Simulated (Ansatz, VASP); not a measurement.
## C: VASP beside Ansatz

INCAR

```
SYSTEM = C
ALGO = Normal
EDIFF = 1E-7
EDIFFG = -0.002
ENCUT = 600
GGA = CA
GGA_COMPAT = .False.
IBRION = 2
ISIF = 3
ISMEAR = 0
LASPH = .True.
LCHARG = .False.
LREAL = .False.
LWAVE = .False.
NELM = 120
NELMIN = 4
NSW = 100
PREC = Accurate
SIGMA = 0.02
```

File KPOINTS:

```
k-points
0
Gamma
  12 12 12
  0 0 0
```

File POSCAR:

```
C
1.0
    0.0000000000      1.7660495859      1.7660495859
    1.7660495859      0.0000000000      1.7660495859
    1.7660495859      1.7660495859      0.0000000000
C
2
Direct
    0.0000000000      0.0000000000      0.0000000000
    0.2500000000      0.2500000000      0.2500000000
```

Input for Ansatz:

```yaml
crystal:
  lattice:
    - [0.0, 1.7660495859, 1.7660495859]
    - [1.7660495859, 0.0, 1.7660495859]
    - [1.7660495859, 1.7660495859, 0.0]
  atoms:
    - { symbol: C, position: [0.0, 0.0, 0.0] }
    - { symbol: C, position: [0.25, 0.25, 0.25] }
basis:
  ecutwfc: 420
kpoints:
  mp_grid: { grid: [12, 12, 12] }
hamiltonian:
  xc: lda
scf:
  occupations: { method: gaussian, width: 0.02 }
output:
  forces: true
  stress: true
  eigenvalues: true
  write_density: true
  write_potential: true
  elf: true
  volumetric_format: npy
relax:
  adjacent_minimum: "off"
  f_tol: 0.002
  max_steps: 80
  cell: { stress_tol: 0.02 }
```

Alike in both runs: task relaxation of cell and atoms; functional LDA; k mesh 12 × 12 × 12; occupations gaussian, width 0.02 eV; no spin polarisation.

```csv
,VASP,Ansatz
version,VASP 6.6.1,Ansatz 0.2.0
potentials or method,"VASP PAW LDA potentials, release 64 (C), cutoff 600 eV","scalar-relativistic, plane waves, PAW"
valence electrons in the cell,8,8
```

Ansatz gave:

| Item | Value |
| --- | --- |
| gap on the k mesh at the Fermi level, each at its own relaxed structure (eV) | 4.20 |
| relaxed volume (Å³/atom) | 5.51 |
| relaxed cell length with the largest relative difference (Å) | 2.497 |

Problem. Which values does VASP return?

Solution. gap on the k mesh at the Fermi level, each at its own relaxed structure (eV): 4.19; relaxed volume (Å³/atom): 5.52; relaxed cell length with the largest relative difference (Å): 2.499.

LDA's correlation is that of Perdew and Zunger in VASP and of Perdew and Wang (1992) in Ansatz.
